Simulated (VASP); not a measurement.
Input of a VASP 6.6.1 run:

INCAR

```
SYSTEM = Rh
PREC     = Accurate       ! precision mode
ENCUT    = 520            ! plane-wave cutoff, eV
EDIFF    = 1E-7           ! SCF threshold, eV
ISMEAR   = -1             ! smearing method
SIGMA    = 0.1            ! smearing width, eV
LREAL    = .FALSE.        ! projectors in reciprocal space
LASPH    = .TRUE.         ! aspherical terms in the spheres
NELM     = 60             ! most SCF steps
ALGO     = Normal         ! electronic algorithm
ISIF     = 2              ! what is computed and relaxed
LWAVE    = .FALSE.        ! write WAVECAR
LCHARG   = .FALSE.        ! write CHGCAR
GGA      = PE             ! functional
NBANDS   = 22             ! bands
```

File KPOINTS:

```
regular mesh
0
G
  22 22 12
  0 0 0
```

The input POSCAR:

```
Rh
1.0
    2.6507054122      0.0000000000      0.0000000000
   -1.3253527061      2.2955782249      0.0000000000
    0.0000000000      0.0000000000      4.2719516905
Rh
2
Direct
    0.3333333333      0.6666666667      0.2500000000
    0.6666666667      0.3333333333      0.7500000000
```

Potentials or basis: VASP PAW PBE potentials, release 64 (Rh_pv).

Run with:

```bash
$ cat potpaw_PBE.64/Rh_pv/POTCAR > POTCAR
$ mpirun -np 1 vasp_std > vasp.out
```

(1) Predict the pressure.

(2) What does it give for the band gap on the k mesh?

Answers

(1) 26.1 GPa.

(2) zero (band 15 reaches 13.79 eV, above the bottom of band 16 at 11.17 eV).
